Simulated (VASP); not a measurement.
Here is a VASP 6.6.1 calculation.

POSCAR

```
Ta
1.0
   -1.6527903846      1.6527903846      1.6527903846
    1.6527903846     -1.6527903846      1.6527903846
    1.6527903846      1.6527903846     -1.6527903846
Ta
1
Direct
    0.0000000000      0.0000000000      0.0000000000
```

Contents of INCAR.step1:

```
SYSTEM = Ta
PREC = Accurate
ENCUT = 520
ISMEAR = 0
SIGMA = 0.05
LREAL = .FALSE.
LASPH = .TRUE.
NELM = 60
NBANDS = 12
GGA = PE
ALGO = Normal
EDIFF = 1E-4
LWAVE = .TRUE.
LCHARG = .FALSE.
```

The input INCAR.step2:

```
SYSTEM = Ta
PREC = Accurate
ENCUT = 520
EDIFF = 1E-7
ISMEAR = 0
SIGMA = 0.05
LREAL = .FALSE.
LASPH = .TRUE.
NELM = 60
ALGO = Normal
ISIF = 2
LWAVE = .FALSE.
LCHARG = .FALSE.
METAGGA = R2SCAN
LMIXTAU = .TRUE.
NBANDS = 12
ISTART = 1
```

The input KPOINTS:

```
Automatic mesh
0
G
  18 18 18
  0 0 0
```

Potentials or basis: VASP PAW PBE potentials, release 64 (Ta_pv).

Command:

```bash
$ cat potpaw_PBE.64/Ta_pv/POTCAR > POTCAR
$ cp INCAR.step1 INCAR
$ mpirun -np 1 vasp_std > vasp.out
$ cp INCAR.step2 INCAR
$ mpirun -np 1 vasp_std > vasp.out
```

Estimate the pressure.

0.4 GPa.

Caveat: the PAW data sets were made with another functional, which shifts forces and pressure a little.
